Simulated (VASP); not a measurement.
Si8O17 (a cell with a defect), 25 atoms in the cell. The cell holds a defect, 25 atoms: a = 8.726 Å, b = 8.726 Å, c = 7.186 Å, α = 65.69°, β = 65.69°, γ = 48.63°. 

| Quantity | Value |
| --- | --- |
| Program | VASP 6.6.1 |
| Task | single point |
| Functional | PBE |
| Potentials or basis | VASP PAW PBE potentials, release 64 (Si, O) |
| Cutoff | 520 eV |
| k mesh | 1 × 1 × 1 |
| Occupations | fermi-dirac, width 0.01 eV |
| Spin | no spin polarisation |
| Dipole correction | no |
| Charge | -2 |
| Further INCAR settings | ALGO = Normal; EDIFF = 1e-06; NBANDS = 85; NELECT = 136.0 |

Potentials or basis: VASP PAW PBE potentials, release 64 (Si, O).

Launch:

```bash
$ cat potpaw_PBE.64/Si/POTCAR potpaw_PBE.64/O/POTCAR > POTCAR
$ mpirun -np 1 vasp_gam > vasp.out
```

Hardware: 1 thread of Intel(R) Xeon(R) Platinum 8488C (Sapphire Rapids) (shared host).

How long does it take, and how much memory?

Run time: 64 s on 1 thread of Intel(R) Xeon(R) Platinum 8488C (Sapphire Rapids) (shared host), peak memory 0.54 GiB. Counts: scf iterations 17, k points 1.
